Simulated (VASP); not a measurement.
HfC:

```
CELL_PARAMETERS angstrom
0.00000 2.30940 2.30940
2.30940 0.00000 2.30940
2.30940 2.30940 0.00000
ATOMIC_POSITIONS crystal
Hf 0.50000 0.50000 0.50000
C 0.00000 0.00000 0.00000
```

Base run:

```yaml
Program: VASP 6.6.1
Functional: r2SCAN
Potentials_or_basis: VASP PAW PBE potentials, release 64 (Hf_pv, C)
Cutoff: 520 eV
k_mesh: 10 × 10 × 10
Occupations: fermi-dirac, width 0.05 eV
Spin: no spin polarisation
```

Its results: band gap on the k mesh zero (band 7 reaches 7.07 eV, above the bottom of band 8 at 5.59 eV); pressure 2.6 GPa.

Problem. The run is repeated on the same cell with these changes: functional from r2SCAN to PBEsol. What comes out?

Solution. Band gap on the k mesh zero (band 7 reaches 7.00 eV, above the bottom of band 8 at 5.57 eV); pressure -2.2 GPa.

Caveats: the PAW data sets were made with another functional, which shifts forces and pressure a little; spin-orbit coupling is left out, which moves the levels of the heavy elements.
